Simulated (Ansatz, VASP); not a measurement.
# One calculation of Ca, two programs

Contents of INCAR:

```
SYSTEM = Ca
  PREC = Accurate
  ENCUT = 520
  EDIFF = 1E-6
  ISMEAR = -1
  SIGMA = 0.1
  LREAL = .FALSE.
  LASPH = .TRUE.
  NELM = 100
  ALGO = Normal
  ISIF = 2
  LWAVE = .FALSE.
  LCHARG = .FALSE.
  GGA = PE
  NBANDS = 11
```

KPOINTS

```
regular mesh
0
G
  16 16 16
  0 0 0
```

The input POSCAR:

```
Ca
1.0
    0.0000000000      2.6474596722      2.6474596722
    2.6474596722      0.0000000000      2.6474596722
    2.6474596722      2.6474596722      0.0000000000
Ca
1
Direct
    0.0000000000      0.0000000000      0.0000000000
```

Input for Ansatz:

```yaml
crystal:
  lattice:
    - [0.0, 2.6474596722, 2.6474596722]
    - [2.6474596722, 0.0, 2.6474596722]
    - [2.6474596722, 2.6474596722, 0.0]
  atoms:
    - { symbol: Ca, position: [0.0, 0.0, 0.0] }
hamiltonian:
  xc: pbe
  pseudopotentials:
    kind: paw
    azcp:
      Ca: "pseudopotentials/Ca.paw.azcp"
basis:
  ecutwfc: 420
  fft_grid_basis: typed
kpoints:
  mp_grid: { grid: [16, 16, 16], shift: [0, 0, 0] }
magnetization:
  spin_polarized: false
scf:
  occupations: { method: fermi_dirac, width: 0.1 }
output:
  stress: true
```

Alike in both runs: task single point; functional PBE; k mesh 16 × 16 × 16; occupations fermi-dirac, width 0.1 eV; no spin polarisation.

```csv
,VASP,Ansatz
version,VASP 6.6.1,Ansatz 0.2.0
potentials or method,"VASP PAW PBE potentials, release 64 (Ca_sv), cutoff 520 eV","plane waves (420 eV) with PAW, scalar-relativistic"
valence electrons in the cell,10,10
```

|  | VASP | Ansatz | Ansatz less VASP |
| --- | --- | --- | --- |
| pressure (GPa) | 2.8 | 2.8 | -0.01 |
